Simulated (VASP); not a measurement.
Write the native input for VASP 6.6.1 that does the following.

```
Task                   : relaxation of cell and atoms
Functional             : PBE
Potentials or basis    : VASP PAW PBE potentials, release 64 (Na_pv, B)
Cutoff                 : 600 eV
k mesh                 : 12 × 12 × 12
Occupations            : gaussian, width 0.1 eV
Spin                   : no spin polarisation
Dipole correction      : no
Further INCAR settings : ALGO = Fast; EDIFF = 1e-07; IBRION = 2; EDIFFG = -0.01; NSW = 100; ISIF = 3
```

The structure of NaB6 lies in POSCAR:

```
NaB6
1.0
    2.2639818190      1.3071105126      2.9567658097
   -2.2639818190      1.3071105126      2.9567658097
    0.0000000000     -2.6142210252      2.9567658097
Na B
1 6
Direct
    0.0000000000      0.0000000000      0.0000000000
    0.9463139069      0.3777631964      0.3777631964
    0.6222368036      0.0536860931      0.6222368036
    0.6222368036      0.6222368036      0.0536860931
    0.3777631964      0.9463139069      0.3777631964
    0.0536860931      0.6222368036      0.6222368036
    0.3777631964      0.3777631964      0.9463139069
```

The cell was generated, and may not be a known phase.

These files were run (other wordings do the same):

INCAR

```
SYSTEM = NaB6
PREC     = Accurate       ! precision mode
ENCUT    = 600            ! plane-wave cutoff, eV
EDIFF    = 1E-7           ! SCF threshold, eV
ISMEAR   = 0              ! smearing method
SIGMA    = 0.1            ! smearing width, eV
LREAL    = .False.        ! projectors in reciprocal space
LASPH    = .True.         ! aspherical terms in the spheres
NELM     = 100            ! most SCF steps
ALGO     = Fast           ! electronic algorithm
ISIF     = 3              ! what is computed and relaxed
LWAVE    = .False.        ! write WAVECAR
LCHARG   = .False.        ! write CHGCAR
GGA      = PE             ! functional
IBRION   = 2              ! ionic algorithm
NSW      = 100            ! ionic steps
EDIFFG   = -0.01          ! ionic threshold
```

KPOINTS

```
regular mesh
0
Gamma
  12 12 12
  0 0 0
```

Potentials or basis: VASP PAW PBE potentials, release 64 (Na_pv, B).

Command:

```bash
$ cat potpaw_PBE.64/Na_pv/POTCAR potpaw_PBE.64/B/POTCAR > POTCAR
$ mpirun -np 1 vasp_std > vasp.out
```

Results of the run:

| Item | Value |
| --- | --- |
| Relaxed volume | 7.52 Å³/atom |
| Relaxed cell | a = 3.948 Å, b = 3.948 Å, c = 3.948 Å, α = 70.11°, β = 70.11°, γ = 70.11° |
| Space group after relaxing (to 0.1 Å) | R-3m (No. 166) |
| Energy gained by relaxing | 0.2 meV/atom |
| Ionic steps | 4 |
| Pressure after relaxing | -0.1 GPa |
| Largest force after relaxing | 0.007 eV/Å |
| Band gap on the k mesh | zero (an odd number of electrons rules out a gap without spin polarisation) |

Caveat: an odd number of electrons without spin polarisation forces a metal; a magnetic or distorted state may lie lower.

Run time: 12 min on 1 thread of AMD EPYC 9755 128-Core Processor, with other jobs on the host, peak memory 0.26 GiB.
